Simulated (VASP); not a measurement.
# CuO (C2/c) in VASP: further runs, part 2 of 2

VASP 6.6.1. The steps go on from the part before.

### 3 Single point, PBE-based screened hybrid with 50 % exact exchange

The input, POSCAR:

```
CuO
1.0
    2.3418500000     -1.7113000000      0.0000000000
    2.3418500000      1.7113000000      0.0000000000
   -0.8500274268      0.0000000000      5.0578693947
Cu O
2 2
Direct
    0.5000000000      0.0000000000      0.5000000000
    0.0000000000      0.5000000000      0.0000000000
    0.4184000000      0.5816000000      0.7500000000
    0.5816000000      0.4184000000      0.2500000000
```

The input, INCAR.step1:

```
PREC = Accurate ; ENCUT = 520
EDIFF = 1E-5 ; ISMEAR = -1
SIGMA = 0.05 ; LREAL = False
LASPH = True ; NELM = 80
ALGO = Normal ; ISIF = 2
LWAVE = True ; NBANDS = 25
GGA = PE ; LUSENCCL = False
```

The input, INCAR.step2:

```
PREC = Accurate ; ENCUT = 520
EDIFF = 1E-6 ; ISMEAR = -1
SIGMA = 0.05 ; LREAL = False
LASPH = True ; NELM = 80
ALGO = Normal ; ISIF = 2
LWAVE = False ; LCHARG = True
GGA = PE ; LHFCALC = True
AEXX = 0.5 ; HFSCREEN = 0.2078699
PRECFOCK = Normal ; LELF = True
LVHAR = True ; NBANDS = 25
ISTART = 1 ; LUSENCCL = False
```

The input, KPOINTS:

```
regular mesh
0
Gamma
  6 6 3
```

Potentials or basis: VASP PAW PBE potentials, release 64 (Cu, O).

The run is started by

```
$ cat potpaw_PBE.64/Cu/POTCAR potpaw_PBE.64/O/POTCAR > POTCAR
$ cp INCAR.step1 INCAR
$ mpirun -np 1 vasp_std > vasp.out
$ cp INCAR.step2 INCAR
$ mpirun -np 1 vasp_std > vasp.out
```

OUTCAR:

```text
PREC = Accurate
   ENCUT = 520
   EDIFF = 1E-6
   ISMEAR = -1
   LREAL = False
   LASPH = True
   NELM = 80
   ISIF = 2
   GGA = PE
   LHFCALC = True
   AEXX = 0.5
   HFSCREEN = 0.2078699
   PRECFOCK = Normal
   ISTART = 1

 ion  position               nearest neighbor table
   1  0.500  0.000  0.500-   3 1.95   4 1.95   4 1.96   3 1.96
   2  0.000  0.500  0.000-   4 1.95   3 1.95   4 1.96   3 1.96
   3  0.418  0.582  0.750-   2 1.95   1 1.95   2 1.96   1 1.96
   4  0.582  0.418  0.250-   1 1.95   2 1.95   2 1.96   1 1.96

  LATTYP: Found a base centered monoclinic cell.
 ALAT       =     4.6837000000
 B/A-ratio  =     0.7307470589
 C/A-ratio  =     1.0950317057
 COS(beta)  =    -0.1657361228

  Lattice vectors:

 A1 = (   2.3418500000,  -1.7113000000,   0.0000000000)
 A2 = (   2.3418500000,   1.7113000000,   0.0000000000)
 A3 = (  -0.8500274268,   0.0000000000,   5.0578693947)

Analysis of symmetry for initial positions (statically):
=====================================================================
 Subroutine PRICEL returns:
 Original cell was already a primitive cell.

 Routine SETGRP: Setting up the symmetry group for a
 base centered monoclinic supercell.

 Subroutine GETGRP returns: Found  4 space group operations
 (whereof  2 operations were pure point group operations)
 out of a pool of  4 trial point group operations.

The static configuration has the point symmetry S_2 .
 The point group associated with its full space group is C_2h.

Analysis of symmetry for dynamics (positions and initial velocities):
=====================================================================
 Subroutine PRICEL returns:
 Original cell was already a primitive cell.

 Routine SETGRP: Setting up the symmetry group for a
 base centered monoclinic supercell.

 Subroutine GETGRP returns: Found  4 space group operations
 (whereof  2 operations were pure point group operations)
 out of a pool of  4 trial point group operations.

The dynamic configuration has the point symmetry S_2 .
 The point group associated with its full space group is C_2h.

 Subroutine INISYM returns: Found  4 space group operations
 (whereof  2 operations are pure point group operations),
 and found     1 'primitive' translations

----------------------------------------------------------------------------------------

                                     Primitive cell

  volume of cell :      40.5399

  direct lattice vectors                    reciprocal lattice vectors
     2.341850000 -1.711300000  0.000000000     0.213506416 -0.292175539  0.035881968
     2.341850000  1.711300000  0.000000000     0.213506416  0.292175539  0.035881968
    -0.850027427  0.000000000  5.057869395    -0.000000000  0.000000000  0.197711709

  length of vectors
     2.900484289  2.900484289  5.128800000     0.363646877  0.363646877  0.197711709

  position of ions in fractional coordinates (direct lattice)
     0.500000000  0.000000000  0.500000000
     0.000000000  0.500000000  0.000000000
     0.418400000  0.581600000  0.750000000
     0.581600000  0.418400000  0.250000000

  ion indices of the primitive-cell ions
   primitive index   ion index
                 1           1
                 2           2
[... 53 lines left out ...]
 -0.333333  0.166667  0.333333      4.000000
 -0.166667  0.166667  0.333333      4.000000
 [... further k-points ...]
   k-points           NKPTS =     34   k-points in BZ     NKDIM =    108   number of bands    NBANDS=     25
   number of dos      NEDOS =    301   number of ions     NIONS =      4
   total plane-waves  NPLWV =  23040
   dimension x,y,z NGX =    24 NGY =   24 NGZ =   40
   dimension x,y,z NGXF=    48 NGYF=   48 NGZF=   80
   ions per type =               2   2
   NGX,Y,Z   is equivalent  to a cutoff of  13.76, 13.76, 12.97 a.u.
   NGXF,Y,Z  is equivalent  to a cutoff of  27.51, 27.51, 25.93 a.u.
 SYSTEM =  unknown system
   PREC   = accura    normal or accurate (medium, high low for compatibility)
   ISTART =      1    job   : 0-new  1-cont  2-samecut
   ICHARG =      0    charge: 1-file 2-atom 10-const
   ISPIN  =      1    spin polarized calculation?
   LNONCOLLINEAR =      F non collinear calculations
   LSORBIT =      F    spin-orbit coupling
   LASPH  =      T    aspherical Exc in radial PAW
   ENCUT  =  520.0 eV  38.22 Ry    6.18 a.u.   5.39  5.39  9.54*2*pi/ulx,y,z
   NELM   =     80;   NELMIN=  2; NELMDL=  0     # of ELM steps
   EDIFF  = 0.1E-05   stopping-criterion for ELM
   LREAL  =      F    real-space projection
   EDIFFG = 0.1E-04   stopping-criterion for IOM
   NSW    =      0    number of steps for IOM
   IBRION =     -1    ionic relax: 0-MD 1-quasi-New 2-CG
   NFREE  =      0    steps in history (QN), initial steepest desc. (CG)
   ISIF   =      2    stress and relaxation
   ISYM   =      3    0-nonsym 1-usesym 2-fastsym
   POTIM  = 0.5000    time-step for ionic-motion
   TEBEG  =    0.0;   TEEND  =   0.0 temperature during run
   PSTRESS=    0.0 pullay stress
   NELECT =      34.0000    total number of electrons
   NUPDOWN=      -1.0000    fix difference up-down
   EMIN   =  10.00;   EMAX   =-10.00  energy-range for DOS
   EFERMI =   0.00;   METHOD = LEGACY
   ISMEAR =    -1;   SIGMA  =   0.05  broadening in eV -4-tet -1-fermi 0-gaus
   EFERMI_NEDOS =   21; number of points for ismear=-14 and -15
   IALGO  =     38    algorithm
   IMIX   =      1    mixing-type and parameters
     AMIX     =   0.40;   BMIX     =  1.00
     AMIX_MAG =   1.60;   BMIX_MAG =  1.00
  volume/ion in A,a.u.               =      10.13        68.39
  Fermi-wavevector in a.u.,A,eV,Ry     =   1.543856  2.917465 32.429379  2.383492
  Thomas-Fermi vector in A             =   2.649460
   LORBIT       =      0    0 simple, 1 ext, 2 COOP (PROOUT), +10 PAW based schemes
   GGA     = PE    functional components
   LHFCALC =     T    Hartree Fock is set to
   PRECFOCK=normal    Normal, Fast or Accurate (Low or Medium for compatibility)
   ENCUT4O =  -1.0   cutoff for four orbital integrals eV
   NKREDX  =     1    reduce k-point grid by
   NKREDY  =     1    reduce k-point grid by
   NKREDZ  =     1    reduce k-point grid by
   AEXX    =    0.5000 exact exchange contribution
   HFSCREEN=    0.2079 screening length (either q_TF or 0.3 A-1)
   HFSCREENC=   0.2079 screening length for correlation (either q_TF or 0.3 A-1)
   ENCUTFOCK=  -1.0 apply spherical cutoff to Coloumb kernel
   IVDW    =     0    specifies the selected vdW correction
   LEPSILON=     F    determine dielectric tensor
   LRPA    =     F    only Hartree local field effects (RPA)
 non-spin polarized calculation
  energy-cutoff  :      520.00
  volume of cell :       40.54
 maximum number of plane-waves:      1129
 NGX is ok and might be reduce to    24
  NGX = 18; NGY = 18; NGZ = 30

 number of electron      34.0000001 magnetization

 Free energy of the ion-electron system (eV)
  ---------------------------------------------------
  ext. energy  EPLUGINS =         0.00000000
  ---------------------------------------------------
  free energy    TOTEN  =       -26.63212193 eV

  energy without entropy =      -26.62468086  energy(sigma->0) =      -26.62840140

 E-fermi :   4.9855     XC(G=0):  -7.5257

 val. band max:        4.9319580048   @ k =   0.5000   0.0000   0.0000
 cond. band min:       5.0037595928   @ k =   0.0000   0.0000   0.3333
 fundamental gap:      0.0718015881
 Fermi energy:         4.9855100172

 k-point     1 :       0.0000    0.0000    0.0000
  band No.  band energies     occupation
      1     -19.7693      2.00000
      2     -18.3261      2.00000
      3      -5.7761      2.00000
      4      -2.9126      2.00000
      5      -2.8377      2.00000
      6      -1.9268      2.00000
[... 661 lines left out ...]
     24      21.4882      0.00000
     25      22.6595      0.00000

 [... further k-points ...]

------------------------ aborting loop because EDIFF is reached ----------------------------------------

  FORCE on cell =-STRESS in cart. coord.  units (eV):
  Direction    XX          YY          ZZ          XY          YZ          ZX
  --------------------------------------------------------------------------------------
  -------------------------------------------------------------------------------------
  Total       -0.7553373     -0.7264595     -1.5395032      0.0000000      0.0000000     -0.0279117
  in kB      -29.8516752    -28.7103953    -60.8426797      0.0000000      0.0000000     -1.1030978
  external PRESSURE =     -39.8015834 kB  Pullay stress =       0.0000000 kB

 VOLUME and BASIS-vectors are now :
 -----------------------------------------------------------------------------
  energy-cutoff  :      520.00
  volume of cell :       40.54
      direct lattice vectors                 reciprocal lattice vectors
     2.341850000 -1.711300000  0.000000000     0.213506416 -0.292175539  0.035881968
     2.341850000  1.711300000  0.000000000     0.213506416  0.292175539  0.035881968
    -0.850027427  0.000000000  5.057869395    -0.000000000  0.000000000  0.197711709

 POSITION                                       TOTAL-FORCE (eV/Angst)
 -----------------------------------------------------------------------------------
      0.74591     -0.85565      2.52893        -0.000000     -0.000000      0.000000
      1.17092      0.85565      0.00000         0.000000     -0.000000      0.000000
      1.70433      0.27928      3.79340         0.000000     -0.199861      0.000000
      2.12934     -0.27928      1.26447         0.000000      0.199861      0.000000
 -----------------------------------------------------------------------------------
    total drift:                                0.000009      0.000004      0.000011

  FREE ENERGIE OF THE ION-ELECTRON SYSTEM (eV)
  ---------------------------------------------------
  free  energy   TOTEN  =       -26.6321219332 eV

  energy  without entropy=      -26.6246808638  energy(sigma->0) =      -26.62840140
```

Wall time 14 min (1 × NVIDIA H100 80GB with 1 thread of AMD EPYC 7R13 (Zen 3), shared host); peak memory 1.2 GiB.

Results:

```
Free energy            : -26.6321 eV
Pressure               : -4.0 GPa
Largest force          : 0.200 eV/Å
Band gap on the k mesh : zero (bands 17 and 18 overlap by 0.64 eV)
```

Forces in eV/Å, atoms in the order of the input:
```
Cu   0.000  0.000  0.000
Cu   0.000  0.000  0.000
O    0.000 -0.200  0.000
O    0.000  0.200  0.000
```

Caveat: the k points lie up to 0.41 Å⁻¹ apart, too coarse for converged energies and pressures of a metal; the PAW data sets were made with another functional, which shifts forces and pressure a little.

### 4 Single point, LDA

This run uses another cell than the first one, of 9.53 Å³/atom.

The input, INCAR:

```
SYSTEM = CuO
PREC     = Accurate       ! precision mode
ENCUT    = 520            ! plane-wave cutoff, eV
EDIFF    = 1E-7           ! SCF threshold, eV
ISMEAR   = -1             ! smearing method
SIGMA    = 0.05           ! smearing width, eV
LREAL    = .FALSE.        ! projectors in reciprocal space
LASPH    = .TRUE.         ! aspherical terms in the spheres
NELM     = 60             ! most SCF steps
ALGO     = Normal         ! electronic algorithm
ISIF     = 2              ! what is computed and relaxed
LWAVE    = .FALSE.        ! write WAVECAR
LCHARG   = .FALSE.        ! write CHGCAR
NBANDS   = 25             ! bands
```

The input, KPOINTS:

```
regular mesh
0
G
  10 10 5
  0 0 0
```

The input, POSCAR:

```
CuO
1.0
    2.2940437287     -1.6763657078      0.0000000000
    2.2940437287      1.6763657078      0.0000000000
   -0.8326750593      0.0000000000      4.9546185987
Cu O
2 2
Direct
    0.5000000000      0.0000000000      0.5000000000
    0.0000000000      0.5000000000      0.0000000000
    0.4184000000      0.5816000000      0.7500000000
    0.5816000000      0.4184000000      0.2500000000
```

Potentials or basis: VASP PAW LDA potentials, release 64 (Cu, O).

The run is started by

```
$ cat potpaw_LDA.64/Cu/POTCAR potpaw_LDA.64/O/POTCAR > POTCAR
$ mpirun -np 1 vasp_std > vasp.out
```

It took 1.9 min on 1 thread of Intel Xeon Platinum 8259CL at 2.50GHz (Skylake/Cascade Lake), shared host; peak memory 0.22 GiB.

It converged, with:

```
Free energy            : -23.2008 eV
Pressure               : 3.1 GPa
Largest force          : 0.218 eV/Å
Band gap on the k mesh : zero (bands 17 and 18 overlap by 0.61 eV)
```

Forces in eV/Å, atoms in the order of the input:
```
Cu   0.000  0.000  0.000
Cu   0.000  0.000  0.000
O    0.000 -0.218  0.000
O    0.000  0.218  0.000
```

Stress tensor (GPa, compression positive):
```
 2.76  0.00 -1.41
 0.00  3.94  0.00
-1.41  0.00  2.51
```

Levels at points of the mesh, in eV from the Fermi level:
| k point | band 14 | band 15 | band 16 | band 17 | band 18 | band 19 | band 20 | band 21 |
| --- | --- | --- | --- | --- | --- | --- | --- | --- |
| (0.00, 0.00, 0.00) | -2.43 | -2.37 | -1.79 | 0.24 | 1.01 | 1.99 | 6.05 | 8.47 |
| (0.50, 0.00, 0.00) | -1.74 | -1.64 | -1.53 | 0.00 | 0.24 | 4.74 | 6.52 | 7.19 |
| (0.50, 0.50, 0.00) | -2.33 | -1.75 | -1.32 | -0.70 | 1.14 | 3.09 | 7.23 | 8.52 |

Caveat: the cell stands under pressure; semilocal functionals often make such compounds metallic where correlation or magnetic order opens a gap, which also shifts bond lengths. With open d or f shells a metallic result of LDA can be an artefact of self-interaction; +U or a hybrid may open a gap.

### 5 Overview

```tsv
level	potentials or basis	cell	k mesh	grid for exact exchange (PRECFOCK)	share of exact exchange	screening parameter	gap on the mesh (eV)	pressure (GPa)	largest force (eV/Å)
PBE-based screened hybrid with 35 % exact exchange	VASP PAW PBE potentials, release 64 (Cu, O)	a = 2.900, b = 2.900, c = 5.129 Å, angles 97.7, 97.7, 72.3°, 4 atoms	6 × 6 × 3	Normal	0.35	0.20787 1/Å	none	-1.3	0.22
PBE-based screened hybrid with 50 % exact exchange	VASP PAW PBE potentials, release 64 (Cu, O)	a = 2.900, b = 2.900, c = 5.129 Å, angles 97.7, 97.7, 72.3°, 4 atoms	6 × 6 × 3	Normal	0.5	0.20787 1/Å	none	-4.0	0.20
LDA	VASP PAW LDA potentials, release 64 (Cu, O)	a = 2.841, b = 2.841, c = 5.024 Å, angles 97.7, 97.7, 72.3°, 4 atoms	10 × 10 × 5	-	-	-	none	3.1	0.22
```

Alike in all rows: task single point; no spin polarisation; cutoff (eV) 520; smearing fermi-dirac 0.05 eV.

Caveats: some runs use coarse meshes; the PAW data sets were made with another functional, which shifts forces and pressure a little (at least some runs); the cell stands under pressure (at least some runs); semilocal functionals often make such compounds metallic where correlation or magnetic order opens a gap, which also shifts bond lengths (at least some runs).

Total energies depend on the potentials used, so only differences within one code and one set of settings carry meaning.
